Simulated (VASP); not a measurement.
# Si2Ni (fluorite type) (Fm-3m) in VASP: further runs, part 2 of 2

VASP 6.6.1.

### Step 4. Single point, PBE

This run uses another cell than the first one, of 13.45 Å³/atom, 1.613 times its volume.

Contents of INCAR:

```
SYSTEM = Si2Ni
PREC     = Accurate       ! precision mode
ENCUT    = 520            ! plane-wave cutoff, eV
EDIFF    = 1E-6           ! SCF threshold, eV
ISMEAR   = -1             ! smearing method
SIGMA    = 0.05           ! smearing width, eV
LREAL    = .FALSE.        ! projectors in reciprocal space
LASPH    = .TRUE.         ! aspherical terms in the spheres
NELM     = 60             ! most SCF steps
ALGO     = Normal         ! electronic algorithm
ISIF     = 2              ! what is computed and relaxed
LWAVE    = .FALSE.        ! write WAVECAR
LCHARG   = .TRUE.         ! write CHGCAR
GGA      = PE             ! functional
LELF     = .TRUE.         ! ELF
LVHAR    = .TRUE.       
NBANDS   = 16             ! bands
```

Contents of KPOINTS:

```
Automatic mesh
0
G
  10 10 10
  0 0 0
```

Contents of POSCAR:

```
Si2Ni
1.0
    0.0000000000      2.7221039802      2.7221039802
    2.7221039802      0.0000000000      2.7221039802
    2.7221039802      2.7221039802      0.0000000000
Ni Si
1 2
Direct
    0.0000000000      0.0000000000      0.0000000000
    0.2500000000      0.2500000000      0.2500000000
    0.7500000000      0.7500000000      0.7500000000
```

Potentials or basis: VASP PAW PBE potentials, release 64 (Ni, Si).

Started as:

```
cat potpaw_PBE.64/Ni/POTCAR potpaw_PBE.64/Si/POTCAR > POTCAR
mpirun -np 1 vasp_std > vasp.out
```

OUTCAR:

```text
SYSTEM = Si2Ni
   PREC = Accurate
   ENCUT = 520
   EDIFF = 1E-6
   ISMEAR = -1
   LREAL = .FALSE.
   LASPH = .TRUE.
   NELM = 60
   ISIF = 2
   GGA = PE

 ion  position               nearest neighbor table
   1  0.000  0.000  0.000-   3 2.36   3 2.36   3 2.36   2 2.36   3 2.36   2 2.36   2 2.36   2 2.36

   2  0.250  0.250  0.250-   1 2.36   1 2.36   1 2.36   1 2.36   3 2.72   3 2.72   3 2.72   3 2.72
                             3 2.72   3 2.72
   3  0.750  0.750  0.750-   1 2.36   1 2.36   1 2.36   1 2.36   2 2.72   2 2.72   2 2.72   2 2.72
                             2 2.72   2 2.72

  LATTYP: Found a face centered cubic cell.
 ALAT       =     5.4442079604

  Lattice vectors:

 A1 = (   0.0000000000,   2.7221039802,   2.7221039802)
 A2 = (   2.7221039802,   0.0000000000,   2.7221039802)
 A3 = (   2.7221039802,   2.7221039802,   0.0000000000)

Analysis of symmetry for initial positions (statically):
=====================================================================
 Subroutine PRICEL returns:
 Original cell was already a primitive cell.

 Routine SETGRP: Setting up the symmetry group for a
 face centered cubic supercell.

 Subroutine GETGRP returns: Found 48 space group operations
 (whereof 48 operations were pure point group operations)
 out of a pool of 48 trial point group operations.

The static configuration has the point symmetry O_h .

Analysis of symmetry for dynamics (positions and initial velocities):
=====================================================================
 Subroutine PRICEL returns:
 Original cell was already a primitive cell.

 Routine SETGRP: Setting up the symmetry group for a
 face centered cubic supercell.

 Subroutine GETGRP returns: Found 48 space group operations
 (whereof 48 operations were pure point group operations)
 out of a pool of 48 trial point group operations.

The dynamic configuration has the point symmetry O_h .

 Subroutine INISYM returns: Found 48 space group operations
[... 108 lines left out ...]
   TEBEG  =    0.0;   TEEND  =   0.0 temperature during run
   PSTRESS=    0.0 pullay stress
   NELECT =      18.0000    total number of electrons
   NUPDOWN=      -1.0000    fix difference up-down
   EMIN   =  10.00;   EMAX   =-10.00  energy-range for DOS
[... 5 lines left out ...]
     AMIX     =   0.40;   BMIX     =  1.00
     AMIX_MAG =   1.60;   BMIX_MAG =  1.00
  volume/ion in A,a.u.               =      13.45        90.74
  Fermi-wavevector in a.u.,A,eV,Ry     =   1.250982  2.364013 21.292508  1.564955
  Thomas-Fermi vector in A             =   2.384951
   LORBIT       =      0    0 simple, 1 ext, 2 COOP (PROOUT), +10 PAW based schemes
   GGA     = PE    functional components
   LHFCALC =     F    Hartree Fock is set to
   AEXX    =    0.0000 exact exchange contribution
   IVDW    =     0    specifies the selected vdW correction
   LEPSILON=     F    determine dielectric tensor
   LRPA    =     F    only Hartree local field effects (RPA)
 non-spin polarized calculation
  energy-cutoff  :      520.00
  volume of cell :       40.34
 maximum number of plane-waves:      1106
 NGX is ok and might be reduce to    30
   NGX = 15   NGY = 15   NGZ = 15

 number of electron      17.9999991 magnetization

 Free energy of the ion-electron system (eV)
  ---------------------------------------------------
  ext. energy  EPLUGINS =         0.00000000
  ---------------------------------------------------
  free energy    TOTEN  =       -17.37328999 eV

  energy without entropy =      -17.36491441  energy(sigma->0) =      -17.36910220

 E-fermi :  10.0925     XC(G=0): -11.4899

 val. band max:       10.0578211028   @ k =   0.3000   0.2000   0.0000
 cond. band min:      10.0995221365   @ k =   0.2000   0.1000   0.0000
 fundamental gap:      0.0417010337
 Fermi energy:        10.0925282553

 k-point     1 :       0.0000    0.0000    0.0000
  band No.  band energies     occupation
      1      -3.5087      2.00000
      2       5.0720      2.00000
      3       5.0720      2.00000
      4       5.0720      2.00000
      5       6.7383      2.00000
      6       6.7383      2.00000
[... 433 lines left out ...]
      3       4.4044      2.00000
      4       5.3876      2.00000
      5       5.4283      2.00000
      6       6.9167      2.00000
[... 8 lines left out ...]
     15      18.9860      0.00000
     16      20.7048      0.00000

 [... further k-points ...]
[... 5 lines left out ...]
  --------------------------------------------------------------------------------------
  -------------------------------------------------------------------------------------
  Total       -0.0251641     -0.0251641     -0.0251641      0.0000000      0.0000000      0.0000000
  in kB       -0.9994186     -0.9994186     -0.9994186      0.0000000      0.0000000      0.0000000
  external PRESSURE =      -0.9994186 kB  Pullay stress =       0.0000000 kB

 VOLUME and BASIS-vectors are now :
 -----------------------------------------------------------------------------
  energy-cutoff  :      520.00
  volume of cell :       40.34
      direct lattice vectors                 reciprocal lattice vectors
     0.000000000  2.722103980  2.722103980    -0.183681448  0.183681448  0.183681448
     2.722103980  0.000000000  2.722103980     0.183681448 -0.183681448  0.183681448
     2.722103980  2.722103980  0.000000000     0.183681448  0.183681448 -0.183681448

 POSITION                                       TOTAL-FORCE (eV/Angst)
 -----------------------------------------------------------------------------------
      0.00000      0.00000      0.00000         0.000000     -0.000000      0.000000
      1.36105      1.36105      1.36105         0.000000      0.000000      0.000000
      4.08316      4.08316      4.08316        -0.000000     -0.000000     -0.000000
 -----------------------------------------------------------------------------------
    total drift:                                0.000000     -0.000000     -0.000000

  FREE ENERGIE OF THE ION-ELECTRON SYSTEM (eV)
  ---------------------------------------------------
  free  energy   TOTEN  =       -17.3732899892 eV

  energy  without entropy=      -17.3649144079  energy(sigma->0) =      -17.36910220
```

stdout:

```text
POSCAR found type information on POSCAR NiSi
 POSCAR found :  2 types and       3 ions
 scaLAPACK will be used
 LDA part: xc-table for (Slater+PW92), standard interpolation
 POSCAR, INCAR and KPOINTS ok, starting setup
 FFT: planning ... GRIDC
 FFT: planning ... GRID_SOFT
 FFT: planning ... GRID
 WAVECAR not read
 entering main loop
```

It took 36 s on 1 thread of Intel Xeon 6975P-C, shared host; peak memory 0.18 GiB.

What came out:

```yaml
Free_energy: -17.3733 eV
Pressure: -0.1 GPa
Band_gap_on_the_k_mesh: zero (band 9 reaches 11.81 eV, above the bottom of band 10 at 9.67 eV)
```

### Step 5. Relaxation of cell and atoms, PBE

This run uses another cell than the first one, of 12.53 Å³/atom, 1.503 times its volume.

Contents of INCAR:

```
SYSTEM = Si2Ni
PREC = Accurate
ENCUT = 600
EDIFF = 1E-6
ISMEAR = -1
SIGMA = 0.05
LREAL = .False.
LASPH = .True.
NELM = 60
ALGO = Normal
ISIF = 3
LWAVE = .False.
LCHARG = .False.
GGA = PE
IBRION = 2
NSW = 60
EDIFFG = -0.005
```

Contents of KPOINTS:

```
regular mesh
0
Gamma
  10 10 10
  0 0 0
```

Contents of POSCAR:

```
Si2Ni
1.0
    0.0000000000      2.6586821493      2.6586821493
    2.6586821493      0.0000000000      2.6586821493
    2.6586821493      2.6586821493      0.0000000000
Ni Si
1 2
Direct
    0.0000000000      0.0000000000      0.0000000000
    0.2500000000      0.2500000000      0.2500000000
    0.7500000000      0.7500000000      0.7500000000
```

Potentials or basis: VASP PAW PBE potentials, release 64 (Ni, Si).

Started as:

```
cat potpaw_PBE.64/Ni/POTCAR potpaw_PBE.64/Si/POTCAR > POTCAR
mpirun -np 1 vasp_std > vasp.out
```

OUTCAR:

```text
SYSTEM = Si2Ni
   PREC = Accurate
   ENCUT = 600
   EDIFF = 1E-6
   ISMEAR = -1
   LREAL = .False.
   LASPH = .True.
   NELM = 60
   ISIF = 3
   GGA = PE
   IBRION = 2
   NSW = 60
   EDIFFG = -0.005

 ion  position               nearest neighbor table
   1  0.000  0.000  0.000-   3 2.30   3 2.30   3 2.30   2 2.30   3 2.30   2 2.30   2 2.30   2 2.30

   2  0.250  0.250  0.250-   1 2.30   1 2.30   1 2.30   1 2.30   3 2.66   3 2.66   3 2.66   3 2.66
                             3 2.66   3 2.66
   3  0.750  0.750  0.750-   1 2.30   1 2.30   1 2.30   1 2.30   2 2.66   2 2.66   2 2.66   2 2.66
                             2 2.66   2 2.66

  LATTYP: Found a face centered cubic cell.
 ALAT       =     5.3173642986

  Lattice vectors:

 A1 = (   0.0000000000,   2.6586821493,   2.6586821493)
 A2 = (   2.6586821493,   0.0000000000,   2.6586821493)
 A3 = (   2.6586821493,   2.6586821493,   0.0000000000)

Analysis of symmetry for initial positions (statically):
=====================================================================
 Subroutine PRICEL returns:
 Original cell was already a primitive cell.

 Routine SETGRP: Setting up the symmetry group for a
 face centered cubic supercell.

 Subroutine GETGRP returns: Found 48 space group operations
 (whereof 48 operations were pure point group operations)
 out of a pool of 48 trial point group operations.

The static configuration has the point symmetry O_h .

Analysis of symmetry for dynamics (positions and initial velocities):
=====================================================================
 Subroutine PRICEL returns:
 Original cell was already a primitive cell.

 Routine SETGRP: Setting up the symmetry group for a
 face centered cubic supercell.

 Subroutine GETGRP returns: Found 48 space group operations
 (whereof 48 operations were pure point group operations)
 out of a pool of 48 trial point group operations.

The dynamic configuration has the point symmetry O_h .

 Subroutine INISYM returns: Found 48 space group operations
 (whereof 48 operations are pure point group operations),
 and found     1 'primitive' translations
[... 129 lines left out ...]
 non-spin polarized calculation
  energy-cutoff  :      600.00
  volume of cell :       37.59
 maximum number of plane-waves:      1279
   NGX = 15   NGY = 15   NGZ = 15

--------------------------------------- Ionic step        1  -------------------------------------------

 number of electron      18.0000008 magnetization

 Free energy of the ion-electron system (eV)
  ---------------------------------------------------
  ext. energy  EPLUGINS =         0.00000000
  ---------------------------------------------------
  free energy    TOTEN  =       -17.27419324 eV

  energy without entropy =      -17.26560451  energy(sigma->0) =      -17.26989887

------------------------ aborting loop because EDIFF is reached ----------------------------------------

  FORCE on cell =-STRESS in cart. coord.  units (eV):
  Direction    XX          YY          ZZ          XY          YZ          ZX
  --------------------------------------------------------------------------------------
  -------------------------------------------------------------------------------------
  Total        2.8380303      2.8380303      2.8380303      0.0000000      0.0000000      0.0000000
  in kB      120.9757587    120.9757587    120.9757587      0.0000000      0.0000000      0.0000000
  external PRESSURE =     120.9757587 kB  Pullay stress =       0.0000000 kB
[... 24 lines left out ...]
--------------------------------------- Ionic step        2  -------------------------------------------

 number of electron      18.0000011 magnetization

 E-fermi :   9.1317     XC(G=0): -11.2040

 val. band max:        9.1255107155   @ k =  -0.4000   0.5000   0.1000
 cond. band min:       9.1608577080   @ k =   0.5000   0.4000   0.1000
 fundamental gap:      0.0353469925
 Fermi energy:         9.1316702390

 k-point     1 :       0.0000    0.0000    0.0000
  band No.  band energies     occupation
      1      -3.8215      2.00000
      2       4.5718      2.00000
      3       4.5718      2.00000
      4       4.5718      2.00000
      5       6.1699      2.00000
      6       6.1699      2.00000
      7       8.3201      2.00000
      8      10.8367      0.00000
      9      10.8367      0.00000
     10      10.8367      0.00000
     11      11.6600      0.00000
     12      11.6600      0.00000
     13      11.6600      0.00000
[... 515 lines left out ...]
--------------------------------------- Ionic step        6  -------------------------------------------

 number of electron      17.9999991 magnetization

 Free energy of the ion-electron system (eV)
  ---------------------------------------------------
  ext. energy  EPLUGINS =         0.00000000
  ---------------------------------------------------
  free energy    TOTEN  =       -17.37258914 eV

  energy without entropy =      -17.36421558  energy(sigma->0) =      -17.36840236

 E-fermi :  10.0949     XC(G=0): -11.4907

 val. band max:       10.0602739484   @ k =   0.3000   0.2000   0.0000
 cond. band min:      10.1021584331   @ k =   0.2000   0.1000   0.0000
 fundamental gap:      0.0418844847
 Fermi energy:        10.0948953619

 k-point     1 :       0.0000    0.0000    0.0000
  band No.  band energies     occupation
      1      -3.5078      2.00000
      2       5.0730      2.00000
      3       5.0730      2.00000
      4       5.0730      2.00000
      5       6.7393      2.00000
      6       6.7393      2.00000
      7       9.6830      1.99947
      8      11.8112      0.00000
      9      11.8112      0.00000
     10      11.8112      0.00000
     11      12.4642      0.00000
     12      12.4642      0.00000
     13      12.4642      0.00000
[... 398 lines left out ...]
  FREE ENERGIE OF THE ION-ELECTRON SYSTEM (eV)
  ---------------------------------------------------
  free  energy   TOTEN  =       -17.3725891432 eV

  energy  without entropy=      -17.3642155786  energy(sigma->0) =      -17.36840236

 reached required accuracy - stopping structural energy minimisation
```

OSZICAR:

```text
N       E                     dE             d eps       ncg     rms          rms(c)
DAV:   1     0.765424885108E+02    0.76542E+02   -0.88019E+03  1222   0.162E+03
DAV:   2    -0.147369452095E+02   -0.91279E+02   -0.86403E+02  1242   0.270E+02
DAV:   3    -0.192545158864E+02   -0.45176E+01   -0.43973E+01  1583   0.654E+01
DAV:   4    -0.193723009058E+02   -0.11779E+00   -0.11453E+00  1448   0.903E+00
[... 53 lines left out ...]
DAV:   2    -0.173748971154E+02   -0.16357E-02   -0.15537E-02  1490   0.329E+00    0.425E-01
DAV:   3    -0.173726030419E+02    0.22941E-02   -0.74329E-03  1470   0.230E+00    0.391E-02
DAV:   4    -0.173725910544E+02    0.11988E-04   -0.15943E-04  1292   0.107E-01    0.137E-02
DAV:   5    -0.173725891309E+02    0.19235E-05   -0.72740E-06  1534   0.605E-02    0.405E-03
DAV:   6    -0.173725891432E+02   -0.12239E-07   -0.68684E-07   756   0.106E-02
   6 F= -.17372589E+02 E0= -.17368402E+02  d E =-.111565E-03
```

CONTCAR:

```text
Si2Ni
   1.00000000000000
    -0.0000000000000000    2.7219528794526529    2.7219528794526529
     2.7219528794526529    0.0000000000000000    2.7219528794526529
     2.7219528794526529    2.7219528794526529    0.0000000000000000
  Ni              Si
     1     2
Direct
     0.0000000000000000    0.0000000000000000    0.0000000000000000
     0.2500000000000000    0.2500000000000000    0.2500000000000000
     0.7500000000000000    0.7500000000000000    0.7500000000000000

  0.00000000E+00  0.00000000E+00  0.00000000E+00
  0.00000000E+00  0.00000000E+00  0.00000000E+00
  0.00000000E+00  0.00000000E+00  0.00000000E+00
```

Wall time 1.7 min (1 thread of Intel Xeon 6975P-C, shared host); peak memory 0.19 GiB.

What came out:

| Quantity | Value |
| --- | --- |
| Free energy | -17.3726 eV |
| Relaxed volume | 13.44 Å³/atom |
| Relaxed cell | a = 3.849 Å, b = 3.849 Å, c = 3.849 Å, α = 60.00°, β = 60.00°, γ = 60.00° |
| Space group after relaxing (to 0.05 Å) | Fm-3m (No. 225) |
| Energy gained by relaxing | 32.8 meV/atom |
| Ionic steps | 6 |
| Pressure after relaxing | 0.0 GPa |
| Band gap on the k mesh | zero (band 9 reaches 11.81 eV, above the bottom of band 10 at 9.67 eV) |

Step by step:
```tsv
step	energy change (eV)	largest force (eV/Å)	pressure (GPa)	volume (Å³)
1	0.0000	0.0000	12.10	37.59
2	-0.0296	0.0000	-7.93	42.97
3	-0.0984	0.0000	0.11	40.38
4	-0.0983	0.0000	-0.36	40.43
5	-0.0984	0.0000	0.29	40.27
6	-0.0984	0.0000	0.00	40.33
```

Final structure:
```
Ni Si
1.0
     0.00000    2.72195    2.72195
     2.72195    0.00000    2.72195
     2.72195    2.72195    0.00000
Ni Si
1 2
Direct
  0.00000 0.00000 0.00000
  0.25000 0.25000 0.25000
  0.75000 0.75000 0.75000
```

Spin polarisation is off, so any magnetic state and its effect on volume and gap are missing.

### Step 6. The runs side by side

```csv
task,cell,cutoff (eV),gap on the mesh (eV),pressure (GPa)
single point,"a = 3.283 Å, angles 60.0°, 3 atoms",520,none,204.9
single point,"a = 3.850 Å, angles 60.0°, 3 atoms",520,none,-0.1
relaxation of cell and atoms,"relaxed from a = 3.760 Å, angles 60.0°, 3 atoms",600,none,0.0
```

Alike in all rows: level PBE; potentials or basis VASP PAW PBE potentials, release 64 (Ni, Si); no spin polarisation; k mesh 10 × 10 × 10; smearing fermi-dirac 0.05 eV.

Absolute energies hang on the potentials; compare differences alone.
